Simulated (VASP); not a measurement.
Here is a VASP 6.6.1 calculation.

File INCAR:

```
SYSTEM = SnO
PREC = Accurate
ENCUT = 520
EDIFF = 1E-8
ISMEAR = -1
SIGMA = 0.01
LREAL = .False.
LASPH = .True.
NELM = 60
ALGO = Normal
ISIF = 2
LWAVE = .False.
LCHARG = .False.
GGA = PS
LEFG = .True.
NBANDS = 28
```

File KPOINTS:

```
regular mesh
0
Gamma
  8 8 6
  0 0 0
```

The input POSCAR:

```
SnO
1.0
    3.8520320533      0.0000000000      0.0000000000
    0.0000000000      3.8520320533      0.0000000000
    0.0000000000      0.0000000000      4.8996388769
Sn O
2 2
Direct
    0.0000000000      0.5000000000      0.2385000000
    0.5000000000      0.0000000000      0.7615000000
    0.0000000000      0.0000000000      0.0000000000
    0.5000000000      0.5000000000      0.0000000000
```

Potentials or basis: VASP PAW PBE potentials, release 64 (Sn_d, O).

Launch:

```console
$ cat potpaw_PBE.64/Sn_d/POTCAR potpaw_PBE.64/O/POTCAR > POTCAR
$ mpirun -np 1 vasp_std > vasp.out
```

Question: What does it give for the pressure?

Answer: -3.3 GPa.

Question: Predict the largest force.

Answer: 0.383 eV/Å.

Forces in eV/Å, atoms in the order of the input:
```
Sn   0.000  0.000 -0.383
Sn   0.000  0.000  0.383
O    0.000  0.000  0.000
O    0.000  0.000  0.000
```

Caveat: the cell stands under tension; without QUAD_EFG the Cq values of the log hold for a quadrupole moment of 1 mb, not for the nuclei; the PAW data sets were made with another functional, which shifts forces and pressure a little.
